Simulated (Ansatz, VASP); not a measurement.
One calculation of Rb, two programs

```xyz
1
Lattice="4.7419 0.0000 0.0000 0.0000 4.7419 0.0000 0.0000 0.0000 4.7419" Properties=species:S:1:pos:R:3 pbc="T T T"
Rb    0.0000    0.0000    0.0000
```

Alike in both runs: task single point; functional r2SCAN; k mesh 8 × 8 × 8; occupations fermi-dirac, width 0.1 eV; no spin polarisation.

|  | VASP | Ansatz |
| --- | --- | --- |
| version | VASP 6.6.1 | Ansatz 0.2.0 |
| potentials or method | VASP PAW PBE potentials, release 64 (Rb_sv), cutoff 550 eV | plane waves (500 eV) with PAW, scalar-relativistic |
| valence electrons in the cell | 9 | 9 |

```tsv
	VASP	Ansatz	Ansatz less VASP
pressure (GPa)	-0.1	-0.1	-0.01
```

VASP's potentials were made for PBE, not for r2SCAN. With one functional, cell and mesh, what is left measures potentials, basis and numerics.
